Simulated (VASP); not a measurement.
A run of VASP 6.6.1:

INCAR

```
SYSTEM = RbPd
PREC = Accurate
ENCUT = 500
EDIFF = 1E-7
ISMEAR = 0
SIGMA = 0.1
LREAL = .False.
LASPH = .True.
NELM = 120
ALGO = Normal
ISIF = 3
LWAVE = .False.
LCHARG = .False.
GGA = PE
IBRION = 2
NSW = 100
EDIFFG = -0.01
GGA_COMPAT = .False.
NELMIN = 4
```

Contents of KPOINTS:

```
regular mesh
0
Gamma
  12 12 10
  0 0 0
```

POSCAR

```
RbPd
1.0
    4.3991693400      0.0000000000      0.0000000000
   -2.1995846700      3.8097924000      0.0000000000
    0.0000000000      0.0000000000      6.1727515000
Rb Pd
1 1
Direct
    0.3333333300      0.6666666700      0.5000000000
    0.0000000000      0.0000000000      0.0000000000
```

Potentials or basis: VASP PAW PBE potentials, release 64 (Rb_sv, Pd).

Run with:

```sh
$ cat potpaw_PBE.64/Rb_sv/POTCAR potpaw_PBE.64/Pd/POTCAR > POTCAR
$ mpirun -np 1 vasp_std > vasp.out
```

Hardware: 1 thread of Intel(R) Xeon(R) 6975P-C (Granite Rapids), with other jobs on the host.

Task: How long does it take, and how much memory?

Result: Run time: 9.5 min on 1 thread of Intel(R) Xeon(R) 6975P-C (Granite Rapids) (shared host), peak memory 0.35 GiB. Counts: scf iterations 182, k points 114, ion steps 17.
